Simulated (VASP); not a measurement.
Set up this calculation in VASP 6.6.1, as the native input.

| Property | Result |
| --- | --- |
| Task | relaxation of cell and atoms |
| Functional | PBEsol |
| Potentials or basis | VASP PAW PBE potentials, release 64 (Pb_d, Te) |
| Cutoff | 600 eV |
| k mesh | 6 × 6 × 4 |
| Occupations | fermi-dirac, width 0.02 eV |
| Spin | no spin polarisation |
| Dipole correction | no |
| Further INCAR settings | ALGO = Normal; EDIFF = 1e-06; IBRION = 2; EDIFFG = -0.005; NSW = 80; ISIF = 3 |

The structure of TePb lies in POSCAR:

```
TePb
1.0
    5.5276144130      0.0000000000      0.0000000000
   -2.7638072065      4.7870545040      0.0000000000
    0.0000000000      0.0000000000      6.6181666406
Pb Te
2 2
Direct
    0.3333333333      0.6666666667      0.2500000000
    0.6666666667      0.3333333333      0.7500000000
    0.6666666667      0.3333333333      0.2500000000
    0.3333333333      0.6666666667      0.7500000000
```

One way to write it, as run:

INCAR

```
SYSTEM = TePb
PREC = Accurate
ENCUT = 600
EDIFF = 1E-6
ISMEAR = -1
SIGMA = 0.02
LREAL = .False.
LASPH = .True.
NELM = 100
ALGO = Normal
ISIF = 3
LWAVE = .False.
LCHARG = .False.
GGA = PS
IBRION = 2
NSW = 80
EDIFFG = -0.005
```

KPOINTS

```
regular mesh
0
Gamma
  6 6 4
  0 0 0
```

Potentials or basis: VASP PAW PBE potentials, release 64 (Pb_d, Te).

Run with:

```console
$ cat potpaw_PBE.64/Pb_d/POTCAR potpaw_PBE.64/Te/POTCAR > POTCAR
$ mpirun -np 1 vasp_std > vasp.out
```

Results of the run:

```json
{"Relaxed volume": "41.50 Å³/atom", "Relaxed cell": "a = 5.434 Å, b = 5.434 Å, c = 6.493 Å, α = 90.00°, β = 90.00°, γ = 120.00°", "Space group after relaxing (to 0.1 Å)": "P6_3/mmc (No. 194)", "Energy gained by relaxing": "12.0 meV/atom", "Ionic steps": "17", "Pressure after relaxing": "0.0 GPa", "Band gap on the k mesh": "1.03 eV"}
```

Caveat: the PAW data sets were made with another functional, which shifts forces and pressure a little; spin-orbit coupling is left out, which moves the levels of the heavy elements.

It took 14 min on 1 thread of Intel Xeon 8259CL (shared host), peak memory 0.42 GiB.
